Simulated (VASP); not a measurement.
A run of VASP 6.6.1:

File INCAR:

```
SYSTEM = LaBi
PREC = Accurate
ENCUT = 520
EDIFF = 1E-8
ISMEAR = 0
SIGMA = 0.15
LREAL = .False.
LASPH = .True.
NELM = 100
ALGO = Normal
ISIF = 2
LWAVE = .False.
LCHARG = .False.
GGA = PS
NBANDS = 20
IBRION = 8
NSW = 1
```

Contents of KPOINTS:

```
regular mesh
0
Gamma
  10 10 10
  0 0 0
```

POSCAR

```
LaBi
1.0
    0.0000000000      3.2787910702      3.2787910702
    3.2787910702      0.0000000000      3.2787910702
    3.2787910702      3.2787910702      0.0000000000
La Bi
1 1
Direct
    0.5000000000      0.5000000000      0.5000000000
    0.0000000000      0.0000000000      0.0000000000
```

Potentials or basis: VASP PAW PBE potentials, release 64 (La, Bi_d).

Command:

```bash
$ cat potpaw_PBE.64/La/POTCAR potpaw_PBE.64/Bi_d/POTCAR > POTCAR
$ mpirun -np 1 vasp_std > vasp.out
```

Hardware: 1 thread of Intel(R) Xeon(R) Platinum 8375C CPU @ 2.90GHz (Ice Lake) (shared host).

**Question.** How long does it take, and how much memory?

**Answer.** Wall time 13 min on 1 thread of Intel(R) Xeon(R) Platinum 8375C CPU @ 2.90GHz (Ice Lake) (shared host), peak memory 0.5 GiB. Counts: scf iterations 64, k points 47.
